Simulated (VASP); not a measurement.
# TePtSe3 (P4/mmm) in VASP: a series of runs

Runs on TePtSe3. Level: PBE. Tasks: relaxation of cell and atoms, single point.

Program: VASP 6.6.1. These are calculated values, not measurements. Logs are shortened: lines on timing, memory, paths and dates and some standing lists are left out, and cuts for length are marked.

## (1) The cell of the first run

Symmetry: P4/mmm, No. 123, tetragonal system. The conventional cell has a = 4.277 Å, b = 4.277 Å, c = 8.449 Å, α = 90.00°, β = 90.00°, γ = 90.00°. Te (site symmetry 4/mmm) has 4 Se at 3.02 Å within 4.0 Å. Within 4.3 Å of Pt (site symmetry 4/mmm) lie 8 Se at 3.29 Å and 2 Te at 4.22 Å and 4 Pt at 4.28 Å. Se (site symmetry 4/mmm) has 2 Se at 2.92 Å and 4 Te at 3.02 Å within 3.8 Å. Se (site symmetry 4mm) has 2 Se at 2.61 to 2.92 Å and 4 Pt at 3.29 Å within 3.4 Å.

The cell was generated, and may not be a known phase.

## (2) Relaxation of cell and atoms, PBE

INCAR

```
SYSTEM = TePtSe3
PREC     = Accurate       ! precision mode
ENCUT    = 600            ! plane-wave cutoff, eV
EDIFF    = 1E-6           ! SCF threshold, eV
ISMEAR   = 0              ! smearing method
SIGMA    = 0.1            ! smearing width, eV
LREAL    = .False.        ! projectors in reciprocal space
LASPH    = .True.         ! aspherical terms in the spheres
NELM     = 80             ! most SCF steps
ALGO     = Normal         ! electronic algorithm
ISIF     = 3              ! what is computed and relaxed
LWAVE    = .False.        ! write WAVECAR
LCHARG   = .False.        ! write CHGCAR
GGA      = PE             ! functional
IBRION   = 2              ! ionic algorithm
NSW      = 90             ! ionic steps
EDIFFG   = -0.04          ! ionic threshold
```

KPOINTS

```
Automatic mesh
0
Gamma
  4 4 2
  0 0 0
```

POSCAR

```
TePtSe3
1.0
    4.2772199600      0.0000000000      0.0000000000
    0.0000000000      4.2772199600      0.0000000000
    0.0000000000      0.0000000000      8.4491117700
Te Pt Se
1 1 3
Direct
    0.0000000000      0.0000000000      0.5000000000
    0.0000000000      0.0000000000      0.0000000000
    0.5000000000      0.5000000000      0.5000000000
    0.5000000000      0.5000000000      0.8456847300
    0.5000000000      0.5000000000      0.1543152700
```

Potentials or basis: VASP PAW PBE potentials, release 64 (Te, Pt, Se).

On the command line:

```sh
> cat potpaw_PBE.64/Te/POTCAR potpaw_PBE.64/Pt/POTCAR potpaw_PBE.64/Se/POTCAR > POTCAR
> mpirun -np 1 vasp_std > vasp.out
```

OUTCAR:

```text
SYSTEM = TePtSe3
   PREC = Accurate
   ENCUT = 600
   EDIFF = 1E-6
   ISMEAR = 0
   LREAL = .False.
   LASPH = .True.
   NELM = 80
   ISIF = 3
   GGA = PE
   IBRION = 2
   NSW = 90
   EDIFFG = -0.04

 ion  position               nearest neighbor table
   1  0.000  0.000  0.500-   3 3.02   3 3.02   3 3.02   3 3.02
   2  0.000  0.000  0.000-
   3  0.500  0.500  0.500-   1 3.02   1 3.02   1 3.02   1 3.02
   4  0.500  0.500  0.846-   5 2.61
   5  0.500  0.500  0.154-   4 2.61

  LATTYP: Found a simple tetragonal cell.
 ALAT       =     4.2772199600
 C/A-ratio  =     1.9753746239

  Lattice vectors:

 A1 = (   4.2772199600,   0.0000000000,   0.0000000000)
 A2 = (   0.0000000000,   4.2772199600,   0.0000000000)
 A3 = (   0.0000000000,   0.0000000000,   8.4491117700)

Analysis of symmetry for initial positions (statically):
=====================================================================
 Subroutine PRICEL returns:
 Original cell was already a primitive cell.

 Routine SETGRP: Setting up the symmetry group for a
 simple tetragonal supercell.

 Subroutine GETGRP returns: Found 16 space group operations
 (whereof 16 operations were pure point group operations)
 out of a pool of 16 trial point group operations.

The static configuration has the point symmetry D_4h.

Analysis of symmetry for dynamics (positions and initial velocities):
=====================================================================
 Subroutine PRICEL returns:
 Original cell was already a primitive cell.

 Routine SETGRP: Setting up the symmetry group for a
 simple tetragonal supercell.

 Subroutine GETGRP returns: Found 16 space group operations
 (whereof 16 operations were pure point group operations)
 out of a pool of 16 trial point group operations.

The dynamic configuration has the point symmetry D_4h.

 Subroutine INISYM returns: Found 16 space group operations
 (whereof 16 operations are pure point group operations),
 and found     1 'primitive' translations

----------------------------------------------------------------------------------------

                                     Primitive cell

  volume of cell :     154.5732

  direct lattice vectors                    reciprocal lattice vectors
     4.277219960  0.000000000  0.000000000     0.233796721  0.000000000  0.000000000
     0.000000000  4.277219960  0.000000000     0.000000000  0.233796721  0.000000000
[... 71 lines left out ...]
   ICHARG =      2    charge: 1-file 2-atom 10-const
   ISPIN  =      1    spin polarized calculation?
   LNONCOLLINEAR =      F non collinear calculations
   LSORBIT =      F    spin-orbit coupling
   LASPH  =      T    aspherical Exc in radial PAW
   ENCUT  =  600.0 eV  44.10 Ry    6.64 a.u.   8.54  8.54 16.87*2*pi/ulx,y,z
   NELM   =     80;   NELMIN=  2; NELMDL= -5     # of ELM steps
   EDIFF  = 0.1E-05   stopping-criterion for ELM
   LREAL  =      F    real-space projection
   EDIFFG = -.4E-01   stopping-criterion for IOM
   NSW    =     90    number of steps for IOM
   IBRION =      2    ionic relax: 0-MD 1-quasi-New 2-CG
   NFREE  =      1    steps in history (QN), initial steepest desc. (CG)
   ISIF   =      3    stress and relaxation
   ISYM   =      2    0-nonsym 1-usesym 2-fastsym
   POTIM  = 0.5000    time-step for ionic-motion
   TEBEG  =    0.0;   TEEND  =   0.0 temperature during run
   PSTRESS=    0.0 pullay stress
   NELECT =      34.0000    total number of electrons
   NUPDOWN=      -1.0000    fix difference up-down
   EMIN   =  10.00;   EMAX   =-10.00  energy-range for DOS
   EFERMI =   0.00;   METHOD = LEGACY
   ISMEAR =     0;   SIGMA  =   0.10  broadening in eV -4-tet -1-fermi 0-gaus
   EFERMI_NEDOS =   21; number of points for ismear=-14 and -15
   IALGO  =     38    algorithm
   IMIX   =      4    mixing-type and parameters
     AMIX     =   0.40;   BMIX     =  1.00
     AMIX_MAG =   1.60;   BMIX_MAG =  1.00
  volume/ion in A,a.u.               =      30.91       208.62
  Fermi-wavevector in a.u.,A,eV,Ry     =   0.988226  1.867477 13.287329  0.976591
  Thomas-Fermi vector in A             =   2.119738
   LORBIT       =      0    0 simple, 1 ext, 2 COOP (PROOUT), +10 PAW based schemes
   GGA     = PE    functional components
   LHFCALC =     F    Hartree Fock is set to
   AEXX    =    0.0000 exact exchange contribution
   IVDW    =     0    specifies the selected vdW correction
   LEPSILON=     F    determine dielectric tensor
   LRPA    =     F    only Hartree local field effects (RPA)
 conjugate gradient relaxation of ions
 non-spin polarized calculation
 Gauss-broadening in eV      SIGMA  =   0.10
  energy-cutoff  :      600.00
  volume of cell :      154.57
 maximum number of plane-waves:      5190
 NGX is ok and might be reduce to    36
   NGX = 17   NGY = 17   NGZ = 33

--------------------------------------- Ionic step        1  -------------------------------------------

 number of electron      33.9999999 magnetization

 Free energy of the ion-electron system (eV)
  ---------------------------------------------------
  ext. energy  EPLUGINS =         0.00000000
  ---------------------------------------------------
  free energy    TOTEN  =       -15.71276894 eV

  energy without entropy =      -15.67154131  energy(sigma->0) =      -15.69215513

------------------------ aborting loop because EDIFF is reached ----------------------------------------

  FORCE on cell =-STRESS in cart. coord.  units (eV):
  Direction    XX          YY          ZZ          XY          YZ          ZX
  --------------------------------------------------------------------------------------
  -------------------------------------------------------------------------------------
  Total       -9.6572912     -9.6572912     -5.8009346      0.0000000     -0.0000000     -0.0000000
  in kB     -100.0994482   -100.0994482    -60.1276634      0.0000000     -0.0000000     -0.0000000
  external PRESSURE =     -86.7755199 kB  Pullay stress =       0.0000000 kB
[... 691 lines left out ...]
     20       7.5597      0.00000
     21       8.9252      0.00000

[... ionic steps 4 to 13 ...]

--------------------------------------- Ionic step       14  -------------------------------------------

 number of electron      33.9999997 magnetization

------------------------ aborting loop because EDIFF is reached ----------------------------------------
[... 73 lines left out ...]
--------------------------------------- Ionic step       16  -------------------------------------------

 number of electron      33.9999996 magnetization

 Free energy of the ion-electron system (eV)
  ---------------------------------------------------
  ext. energy  EPLUGINS =         0.00000000
  ---------------------------------------------------
  free energy    TOTEN  =       -17.76026553 eV

  energy without entropy =      -17.74774864  energy(sigma->0) =      -17.75400709

 E-fermi :   4.0522     XC(G=0):  -9.1015

 val. band max:        4.0372046240   @ k =   0.2500   0.0000   0.5000
 cond. band min:       4.1691594815   @ k =   0.2500   0.0000   0.0000
 fundamental gap:      0.1319548574
 Fermi energy:         4.0521793945
[... 318 lines left out ...]
  FREE ENERGIE OF THE ION-ELECTRON SYSTEM (eV)
  ---------------------------------------------------
  free  energy   TOTEN  =       -17.7602655301 eV

  energy  without entropy=      -17.7477486428  energy(sigma->0) =      -17.75400709

 reached required accuracy - stopping structural energy minimisation
```

OSZICAR:

```text
N       E                     dE             d eps       ncg     rms          rms(c)
DAV:   1     0.201633618113E+03    0.20163E+03   -0.14914E+04   504   0.151E+03
DAV:   2    -0.142216564858E+00   -0.20178E+03   -0.19592E+03   674   0.232E+02
DAV:   3    -0.154035308487E+02   -0.15261E+02   -0.14660E+02   605   0.661E+01
[... 167 lines left out ...]
DAV:   2    -0.177611779870E+02    0.20659E-02   -0.15630E-02   504   0.923E-01    0.189E-01
DAV:   3    -0.177604397714E+02    0.73822E-03   -0.14895E-03   524   0.306E-01    0.665E-02
DAV:   4    -0.177602755971E+02    0.16417E-03   -0.53572E-04   504   0.117E-01    0.454E-02
DAV:   5    -0.177602649414E+02    0.10656E-04   -0.44458E-05   613   0.313E-02    0.399E-02
DAV:   6    -0.177602655301E+02   -0.58875E-06   -0.37479E-06   519   0.125E-02
  16 F= -.17760266E+02 E0= -.17754007E+02  d E =-.569483E-03
```

CONTCAR:

```text
TePtSe3
   1.00000000000000
     3.8144815512662507    0.0000000000000000   -0.0000000000000000
    -0.0000000000000000    3.8144815512662507   -0.0000000000000000
     0.0000000000000000   -0.0000000000000000    9.5947546555578906
  Te              Pt              Se
     1     1     3
Direct
     0.0000000000000000    0.0000000000000000    0.5000000000000000
     0.0000000000000000    0.0000000000000000    0.0000000000000000
     0.5000000000000000    0.5000000000000000    0.5000000000000000
     0.5000000000000000    0.5000000000000000    0.8811472974588166
     0.5000000000000000    0.5000000000000000    0.1188527025411835

  0.00000000E+00  0.00000000E+00  0.00000000E+00
  0.00000000E+00  0.00000000E+00  0.00000000E+00
  0.00000000E+00  0.00000000E+00  0.00000000E+00
  0.00000000E+00  0.00000000E+00  0.00000000E+00
  0.00000000E+00  0.00000000E+00  0.00000000E+00
```

Run time: 4.7 min. Hardware: 1 thread of Intel Xeon 6975P-C (Granite Rapids), shared host; peak memory 0.34 GiB.

Results:

```
Free energy                           : -17.7603 eV
Relaxed volume                        : 27.92 Å³/atom
Relaxed cell                          : a = 3.814 Å, b = 3.814 Å, c = 9.595 Å, α = 90.00°, β = 90.00°, γ = 90.00°
Space group after relaxing (to 0.1 Å) : P4/mmm (No. 123)
Energy gained by relaxing             : 409.5 meV/atom
Ionic steps                           : 16
Pressure after relaxing               : -0.1 GPa
Largest force after relaxing          : 0.022 eV/Å
Band gap on the k mesh                : zero (bands 17 and 18 overlap by 1.91 eV)
```

Forces in eV/Å, atoms in the order of the input:
```
Te   0.000  0.000  0.000
Pt   0.000  0.000  0.000
Se   0.000  0.000  0.000
Se   0.000  0.000  0.022
Se   0.000  0.000 -0.022
```

Step by step:
```
step  energy change (eV)  largest force (eV/Å)  pressure (GPa)  volume (Å³)
   1              0.0000                1.7498           -8.68       154.57
   2             -1.3673                0.5786            2.87       120.00
   3             -1.3747                0.7964            1.59       121.88
   4             -1.7018                0.8833            2.82       121.24
   5             -1.7857                0.6425            4.88       120.46
   6             -1.9863                0.4641            1.44       129.41
   7             -2.0311                0.2421           -1.30       141.31
   8             -2.0363                0.2815           -0.79       138.57
   9             -2.0365                0.2897           -0.68       137.99
  10             -2.0438                0.1867            0.21       137.88
  11             -2.0439                0.1288            0.10       137.89
  12             -2.0461                0.0331            0.31       138.12
  13             -2.0461                0.0147            0.28       138.09
  14             -2.0469                0.1026            0.01       138.94
  15             -2.0469                0.1179           -0.04       139.09
  16             -2.0475                0.0221           -0.06       139.61
```

Final structure:
```xyz
5
Lattice="3.8145 0.0000 0.0000 0.0000 3.8145 0.0000 0.0000 0.0000 9.5948" Properties=species:S:1:pos:R:3 pbc="T T T"
Te    0.0000    0.0000    4.7974
Pt    0.0000    0.0000    0.0000
Se    1.9072    1.9072    4.7974
Se    1.9072    1.9072    8.4544
Se    1.9072    1.9072    1.1404
```

Caveat: the k points lie up to 0.41 Å⁻¹ apart in the final cell, too coarse for converged energies and pressures of a metal; spin-orbit coupling is left out, which moves the levels of the heavy elements; this functional lacks dispersion, which binds layers or chains, so the pressure and a relaxed spacing across them are unreliable.

[end of part 1 of 2]

The gap in the log of VASP goes by the Fermi energy; the results here count the filled bands.